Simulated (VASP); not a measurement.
# Zr4C (F-43m) in VASP: a series of runs

Runs on Zr4C. Level: PBE. Tasks: relaxation of cell and atoms, single point.

Program: VASP 6.6.1. These are calculated values, not measurements. Logs are shortened: lines on timing, memory, paths and dates and some standing lists are left out, and cuts for length are marked.

### Step 1. The cell of the first run

Symmetry: F-43m, No. 216, cubic system. The conventional cell has a = 6.530 Å, b = 6.530 Å, c = 6.530 Å, α = 90.00°, β = 90.00°, γ = 90.00°. Within 2.8 Å of Zr (site symmetry 3m) lie 6 Zr at 2.15 to 2.47 Å and 3 C at 2.69 Å. C (site symmetry -43m) has 12 Zr at 2.69 Å within 3.5 Å.

The cell was generated, and may not be a known phase.

### Step 2. Relaxation of cell and atoms, PBE

INCAR reads:

```
ALGO = Normal
EDIFF = 1E-7
EDIFFG = -0.04
ENCUT = 600
GGA = PE
IBRION = 2
ISIF = 3
ISMEAR = 0
LASPH = True
LCHARG = False
LREAL = False
LWAVE = False
NELM = 100
NSW = 90
PREC = Accurate
SIGMA = 0.1
```

KPOINTS reads:

```
k-points
0
Gamma
  4 4 4
```

POSCAR reads:

```
Zr4C
1.0
    0.0000000000      3.2649283000      3.2649283000
    3.2649283000      0.0000000000      3.2649283000
    3.2649283000      3.2649283000      0.0000000000
Zr C
4 1
Direct
    0.3662690900      0.3662690900      0.3662690900
    0.3662690900      0.3662690900      0.9011927400
    0.3662690900      0.9011927400      0.3662690900
    0.9011927400      0.3662690900      0.3662690900
    0.0000000000      0.0000000000      0.0000000000
```

Potentials or basis: VASP PAW PBE potentials, release 64 (Zr_sv, C).

The run is started by

```sh
$ cat potpaw_PBE.64/Zr_sv/POTCAR potpaw_PBE.64/C/POTCAR > POTCAR
$ mpirun -np 1 vasp_std > vasp.out
```

OUTCAR:

```text
EDIFF = 1E-7
   EDIFFG = -0.04
   ENCUT = 600
   GGA = PE
   IBRION = 2
   ISIF = 3
   ISMEAR = 0
   LASPH = True
   LREAL = False
   NELM = 100
   NSW = 90
   PREC = Accurate

 ion  position               nearest neighbor table
   1  0.366  0.366  0.366-   2 2.15   3 2.15   4 2.15   4 2.47   3 2.47   2 2.47   5 2.69   5 2.69
                             5 2.69
   2  0.366  0.366  0.901-   1 2.15   3 2.15   4 2.15   3 2.47   4 2.47   1 2.47   5 2.69   5 2.69
                             5 2.69
   3  0.366  0.901  0.366-   1 2.15   2 2.15   4 2.15   4 2.47   2 2.47   1 2.47   5 2.69   5 2.69
                             5 2.69
   4  0.901  0.366  0.366-   1 2.15   2 2.15   3 2.15   3 2.47   2 2.47   1 2.47   5 2.69   5 2.69
                             5 2.69
   5  0.000  0.000  0.000-   3 2.69   4 2.69   2 2.69   4 2.69   2 2.69   3 2.69   1 2.69   1 2.69
                             1 2.69   2 2.69   3 2.69   4 2.69

  LATTYP: Found a face centered cubic cell.
 ALAT       =     6.5298566000

  Lattice vectors:

 A1 = (   0.0000000000,   3.2649283000,   3.2649283000)
 A2 = (   3.2649283000,   0.0000000000,   3.2649283000)
 A3 = (   3.2649283000,   3.2649283000,   0.0000000000)

Analysis of symmetry for initial positions (statically):
=====================================================================
 Subroutine PRICEL returns:
 Original cell was already a primitive cell.

 Routine SETGRP: Setting up the symmetry group for a
 face centered cubic supercell.

 Subroutine GETGRP returns: Found 24 space group operations
 (whereof 24 operations were pure point group operations)
 out of a pool of 48 trial point group operations.

The static configuration has the point symmetry T_d .

Analysis of symmetry for dynamics (positions and initial velocities):
=====================================================================
 Subroutine PRICEL returns:
 Original cell was already a primitive cell.

 Routine SETGRP: Setting up the symmetry group for a
 face centered cubic supercell.

 Subroutine GETGRP returns: Found 24 space group operations
 (whereof 24 operations were pure point group operations)
 out of a pool of 48 trial point group operations.

The dynamic configuration has the point symmetry T_d .

 Subroutine INISYM returns: Found 24 space group operations
 (whereof 24 operations are pure point group operations),
 and found     1 'primitive' translations

----------------------------------------------------------------------------------------

                                     Primitive cell

  volume of cell :      69.6067

  direct lattice vectors                    reciprocal lattice vectors
     0.000000000  3.264928300  3.264928300    -0.153142720  0.153142720  0.153142720
     3.264928300  0.000000000  3.264928300     0.153142720 -0.153142720  0.153142720
     3.264928300  3.264928300  0.000000000     0.153142720  0.153142720 -0.153142720

  length of vectors
     4.617305882  4.617305882  4.617305882     0.265250972  0.265250972  0.265250972

  position of ions in fractional coordinates (direct lattice)
     0.366269090  0.366269090  0.366269090
     0.366269090  0.366269090  0.901192740
     0.366269090  0.901192740  0.366269090
     0.901192740  0.366269090  0.366269090
     0.000000000  0.000000000  0.000000000

  ion indices of the primitive-cell ions
   primitive index   ion index
                 1           1
                 2           2
                 3           3
                 4           4
                 5           5

----------------------------------------------------------------------------------------

 KPOINTS: k-points

Automatic generation of k-mesh.
 Grid dimensions read from file:
 generate k-points for:    4    4    4

 Generating k-lattice:

  Cartesian coordinates                     Fractional coordinates (reciprocal lattice)
    -0.038285680  0.038285680  0.038285680     0.250000000  0.000000000  0.000000000
     0.038285680 -0.038285680  0.038285680     0.000000000  0.250000000  0.000000000
     0.038285680  0.038285680 -0.038285680     0.000000000  0.000000000  0.250000000

  Length of vectors
     0.066312743  0.066312743  0.066312743

  Shift w.r.t. Gamma in fractional coordinates (k-lattice)
     0.000000000  0.000000000  0.000000000

 Subroutine IBZKPT returns following result:
 ===========================================

 Found      8 irreducible k-points:

 Following reciprocal coordinates:
            Coordinates               Weight
  0.000000  0.000000  0.000000      1.000000
  0.250000  0.000000  0.000000      8.000000
  0.500000  0.000000  0.000000      4.000000
  0.250000  0.250000  0.000000      6.000000
  0.500000  0.250000  0.000000     24.000000
 -0.250000  0.250000  0.000000     12.000000
  0.500000  0.500000  0.000000      3.000000
 -0.250000  0.500000  0.250000      6.000000
   k-points           NKPTS =      8   k-points in BZ     NKDIM =      8   number of bands    NBANDS=     31
   number of dos      NEDOS =    301   number of ions     NIONS =      5
   total plane-waves  NPLWV =  64000
   dimension x,y,z NGX =    40 NGY =   40 NGZ =   40
   dimension x,y,z NGXF=    80 NGYF=   80 NGZF=   80
   ions per type =               4   1
   NGX,Y,Z   is equivalent  to a cutoff of  14.40, 14.40, 14.40 a.u.
   NGXF,Y,Z  is equivalent  to a cutoff of  28.80, 28.80, 28.80 a.u.
 SYSTEM =  unknown system
   PREC   = accura    normal or accurate (medium, high low for compatibility)
   ISTART =      0    job   : 0-new  1-cont  2-samecut
   ICHARG =      2    charge: 1-file 2-atom 10-const
   ISPIN  =      1    spin polarized calculation?
   LNONCOLLINEAR =      F non collinear calculations
   LSORBIT =      F    spin-orbit coupling
   LASPH  =      T    aspherical Exc in radial PAW
   ENCUT  =  600.0 eV  44.10 Ry    6.64 a.u.   9.22  9.22  9.22*2*pi/ulx,y,z
   NELM   =    100;   NELMIN=  2; NELMDL= -5     # of ELM steps
   EDIFF  = 0.1E-06   stopping-criterion for ELM
   LREAL  =      F    real-space projection
   EDIFFG = -.4E-01   stopping-criterion for IOM
   NSW    =     90    number of steps for IOM
   IBRION =      2    ionic relax: 0-MD 1-quasi-New 2-CG
   NFREE  =      1    steps in history (QN), initial steepest desc. (CG)
   ISIF   =      3    stress and relaxation
   ISYM   =      2    0-nonsym 1-usesym 2-fastsym
   POTIM  = 0.5000    time-step for ionic-motion
   TEBEG  =    0.0;   TEEND  =   0.0 temperature during run
   PSTRESS=    0.0 pullay stress
   NELECT =      52.0000    total number of electrons
   NUPDOWN=      -1.0000    fix difference up-down
   EMIN   =  10.00;   EMAX   =-10.00  energy-range for DOS
   EFERMI =   0.00;   METHOD = LEGACY
   ISMEAR =     0;   SIGMA  =   0.10  broadening in eV -4-tet -1-fermi 0-gaus
   EFERMI_NEDOS =   21; number of points for ismear=-14 and -15
   IALGO  =     38    algorithm
   IMIX   =      4    mixing-type and parameters
     AMIX     =   0.40;   BMIX     =  1.00
     AMIX_MAG =   1.60;   BMIX_MAG =  1.00
  volume/ion in A,a.u.               =      13.92        93.95
  Fermi-wavevector in a.u.,A,eV,Ry     =   1.485453  2.807099 30.022223  2.206571
  Thomas-Fermi vector in A             =   2.598863
   LORBIT       =      0    0 simple, 1 ext, 2 COOP (PROOUT), +10 PAW based schemes
   GGA     = PE    functional components
   LHFCALC =     F    Hartree Fock is set to
   AEXX    =    0.0000 exact exchange contribution
   IVDW    =     0    specifies the selected vdW correction
   LEPSILON=     F    determine dielectric tensor
   LRPA    =     F    only Hartree local field effects (RPA)
 conjugate gradient relaxation of ions
 non-spin polarized calculation
 Gauss-broadening in eV      SIGMA  =   0.10
  energy-cutoff  :      600.00
  volume of cell :       69.61
 maximum number of plane-waves:      2346
 NGX is ok and might be reduce to    40
   NGX = 19   NGY = 19   NGZ = 19

--------------------------------------- Ionic step        1  -------------------------------------------

 number of electron      52.0000000 magnetization

 Free energy of the ion-electron system (eV)
  ---------------------------------------------------
  ext. energy  EPLUGINS =         0.00000000
  ---------------------------------------------------
  free energy    TOTEN  =       -20.62661477 eV

  energy without entropy =      -20.59103270  energy(sigma->0) =      -20.60882374

 E-fermi :  13.0988     XC(G=0): -12.5508

 val. band max:       13.0804485024   @ k =   0.5000   0.2500   0.0000
 cond. band min:      13.1750618861   @ k =   0.5000   0.2500   0.0000
 fundamental gap:      0.0946133837
 Fermi energy:        13.0987697959

 k-point     1 :       0.0000    0.0000    0.0000
  band No.  band energies     occupation
      1     -37.7661      2.00000
      2     -34.5935      2.00000
      3     -34.5935      2.00000
      4     -34.5935      2.00000
      5     -20.1718      2.00000
      6     -16.4165      2.00000
[... 371 lines left out ...]
  FREE ENERGIE OF THE ION-ELECTRON SYSTEM (eV)
  ---------------------------------------------------
  free  energy   TOTEN  =       -17.6172006280 eV

  energy  without entropy=      -17.5591608020  energy(sigma->0) =      -17.58818072

 E-fermi :   2.0316     XC(G=0):  -7.6269

 val. band max:        2.0271128464   @ k =   0.2500   0.2500   0.0000
 cond. band min:       2.0714281092   @ k =  -0.2500   0.2500   0.0000
 fundamental gap:      0.0443152628
 Fermi energy:         2.0316168809

 k-point     1 :       0.0000    0.0000    0.0000
  band No.  band energies     occupation
      1     -47.4638      2.00000
      2     -47.3971      2.00000
      3     -47.3971      2.00000
      4     -47.3971      2.00000
      5     -25.6242      2.00000
      6     -25.6242      2.00000
[... 261 lines left out ...]
     30       2.4202      0.00000
     31       2.7070      0.00000

[... ionic steps 4 to 11 ...]

--------------------------------------- Ionic step       12  -------------------------------------------

 number of electron      51.9999999 magnetization

------------------------ aborting loop because EDIFF is reached ----------------------------------------

  FORCE on cell =-STRESS in cart. coord.  units (eV):
  Direction    XX          YY          ZZ          XY          YZ          ZX
  --------------------------------------------------------------------------------------
  -------------------------------------------------------------------------------------
  Total        1.0606302      1.0606302      1.0606302     -0.0000000      0.0000000     -0.0000000
  in kB       14.3405523     14.3405523     14.3405523     -0.0000000      0.0000000     -0.0000000
  external PRESSURE =      14.3405523 kB  Pullay stress =       0.0000000 kB
[... 24 lines left out ...]
  energy  without entropy=      -33.5369689452  energy(sigma->0) =      -33.55399001

--------------------------------------- Ionic step       13  -------------------------------------------

 number of electron      51.9999999 magnetization

 E-fermi :   6.6663     XC(G=0): -10.0647

 val. band max:        6.6263053303   @ k =  -0.2500   0.5000   0.2500
 cond. band min:       6.6849780833   @ k =   0.5000   0.0000   0.0000
 fundamental gap:      0.0586727530
 Fermi energy:         6.6662665888

 k-point     1 :       0.0000    0.0000    0.0000
  band No.  band energies     occupation
      1     -42.1583      2.00000
      2     -41.6603      2.00000
      3     -41.6603      2.00000
      4     -41.6603      2.00000
      5     -21.8238      2.00000
      6     -20.6844      2.00000
[... 297 lines left out ...]
  energy  without entropy=      -33.5370866383  energy(sigma->0) =      -33.55418541

--------------------------------------- Ionic step       14  -------------------------------------------

 number of electron      51.9999999 magnetization

 Free energy of the ion-electron system (eV)
  ---------------------------------------------------
  ext. energy  EPLUGINS =         0.00000000
  ---------------------------------------------------
  free energy    TOTEN  =       -33.59237118 eV

  energy without entropy =      -33.55803353  energy(sigma->0) =      -33.57520236

 E-fermi :   6.5254     XC(G=0):  -9.9801

 val. band max:        6.4607139212   @ k =  -0.2500   0.5000   0.2500
 cond. band min:       6.5546839712   @ k =   0.5000   0.2500   0.0000
 fundamental gap:      0.0939700500
 Fermi energy:         6.5254235952

 k-point     1 :       0.0000    0.0000    0.0000
  band No.  band energies     occupation
      1     -42.3451      2.00000
      2     -41.8792      2.00000
      3     -41.8792      2.00000
      4     -41.8792      2.00000
      5     -21.9254      2.00000
      6     -20.8521      2.00000
[... 293 lines left out ...]
  FREE ENERGIE OF THE ION-ELECTRON SYSTEM (eV)
  ---------------------------------------------------
  free  energy   TOTEN  =       -33.5923711780 eV

  energy  without entropy=      -33.5580335342  energy(sigma->0) =      -33.57520236

 reached required accuracy - stopping structural energy minimisation
```

Wall time 6.4 min (1 thread of AMD EPYC 7R13 (Zen 3), shared host); peak memory 0.22 GiB.

What came out:

```yaml
Free_energy: -33.5924 eV
Relaxed_volume: 24.23 Å³/atom
Relaxed_cell: a = 5.554 Å, b = 5.554 Å, c = 5.554 Å, α = 60.00°, β = 60.00°, γ = 60.00°
Space_group_after_relaxing_to_0.1_Å: F-43m (No. 216)
Pressure_after_relaxing: 0.0 GPa
Largest_force_after_relaxing: 0.026 eV/Å
Band_gap_on_the_k_mesh: zero (bands 26 and 27 overlap by 1.01 eV)
```

Forces on the atoms (eV/Å):
```
Zr   0.015  0.015  0.015
Zr  -0.015 -0.015  0.015
Zr  -0.015  0.015 -0.015
Zr   0.015 -0.015 -0.015
C    0.000  0.000  0.000
```

Final structure:
```xyz
5
Lattice="0.0000 3.9271 3.9271 3.9271 0.0000 3.9271 3.9271 3.9271 0.0000" Properties=species:S:1:pos:R:3 pbc="T T T"
Zr    2.9393    2.9393    2.9393
Zr    4.9149    4.9149    2.9393
Zr    4.9149    2.9393    4.9149
Zr    2.9393    4.9149    4.9149
C     0.0000    0.0000    0.0000
```

Levels at points of the mesh, in eV from the Fermi level:
```csv
k point,band 23,band 24,band 25,band 26,band 27,band 28,band 29,band 30
"(0.00, 0.00, 0.00)",-1.98,-1.98,-1.88,-0.98,-0.98,1.12,1.12,1.12
"(0.50, 0.00, 0.00)",-1.41,-1.41,0.03,0.03,0.34,0.67,0.88,1.08
"(0.50, 0.50, 0.00)",-0.65,-0.56,-0.55,-0.55,0.04,0.74,1.15,1.16
```

Caveat: the k points lie up to 0.35 Å⁻¹ apart in the final cell, too coarse for converged energies and pressures of a metal; the volume moved by over 15 % at a fixed basis, so the end points are rough.

### Step 3. Single point, PBE

This run uses another cell than the first one, of 24.67 Å³/atom.

INCAR reads:

```
SYSTEM = Zr4C
PREC = Accurate
ENCUT = 520
EDIFF = 1E-6
ISMEAR = 0
SIGMA = 0.1
LREAL = .FALSE.
LASPH = .TRUE.
NELM = 60
ALGO = Normal
ISIF = 2
LWAVE = .FALSE.
LCHARG = .TRUE.
GGA = PE
LELF = .TRUE.
LVHAR = .TRUE.
NBANDS = 34
```

KPOINTS reads:

```
regular mesh
0
G
  8 8 8
  0 0 0
```

POSCAR reads:

```
Zr4C
1.0
    0.0000000000      3.9507087096      3.9507087096
    3.9507087096      0.0000000000      3.9507087096
    3.9507087096      3.9507087096      0.0000000000
Zr C
4 1
Direct
    0.6257351982      0.1227944055      0.6257351982
    0.6257351982      0.6257351982      0.6257351982
    0.1227944055      0.6257351982      0.6257351982
    0.6257351982      0.6257351982      0.1227944055
    0.0000000000      0.0000000000      0.0000000000
```

Potentials or basis: VASP PAW PBE potentials, release 64 (Zr_sv, C).

The run is started by

```sh
$ cat potpaw_PBE.64/Zr_sv/POTCAR potpaw_PBE.64/C/POTCAR > POTCAR
$ mpirun -np 1 vasp_std > vasp.out
```

Run time: 1.8 min. Hardware: 1 thread of AMD EPYC 7R13 (Zen 3), shared host; peak memory 0.27 GiB.

It converged, with:

```yaml
Free_energy: -33.4812 eV
Pressure: 0.1 GPa
Largest_force: 0.005 eV/Å
Band_gap_on_the_k_mesh: zero (bands 26 and 27 overlap by 0.99 eV)
```

Forces in eV/Å, atoms in the order of the input:
```
Zr   0.003 -0.003  0.003
Zr  -0.003 -0.003 -0.003
Zr  -0.003  0.003  0.003
Zr   0.003  0.003 -0.003
C    0.000  0.000  0.000
```

Levels at points of the mesh, in eV from the Fermi level:
```
           k point  band 24  band 25  band 26  band 27  band 28  band 29
(0.00, 0.00, 0.00)    -1.87    -1.81    -0.87    -0.87     1.17     1.17
(0.50, 0.00, 0.00)    -1.30     0.11     0.11     0.39     0.73     0.92
(0.50, 0.50, 0.00)    -0.45    -0.45    -0.44     0.12     0.79     1.18
```

(Part 1 of 2 ends here.)

The gap in the log of VASP goes by the Fermi energy; the results here count the filled bands.